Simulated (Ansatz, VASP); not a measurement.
W in VASP and in Ansatz

```xyz
4
Lattice="2.8119 0.0000 0.0000 -1.4059 2.4351 0.0000 0.0000 0.0000 9.9829" Properties=species:S:1:pos:R:3 pbc="T T T"
W     2.8119    0.0000    0.0000
W     2.8119    0.0000    4.9915
W     0.0000    1.6234    2.4957
W     1.4059    0.8117    7.4872
```

Alike in both runs: functional BLYP; k mesh 13 × 13 × 4; occupations fermi-dirac, width 0.1 eV; no spin polarisation.

Ansatz relaxed the structure, and its values are those at the end. VASP's run is a single point on that final structure, the one shown.

```csv
,VASP,Ansatz
version,VASP 6.6.1,Ansatz 0.2.0
potentials or method,"VASP PAW PBE potentials, release 64 (W_sv), cutoff 520 eV","plane waves (420 eV) with PAW, scalar-relativistic"
valence electrons in the cell,56,56
```

VASP gave:

| Quantity | Value |
| --- | --- |
| pressure (GPa) | 1.4 |

Task: Which values does Ansatz return?

Result: Pressure (GPa): 0.0.

VASP's potentials were made for PBE, not for BLYP. The functional is the same, so the differences come from potentials, cutoffs and numerics.

Spin-orbit coupling is off throughout.
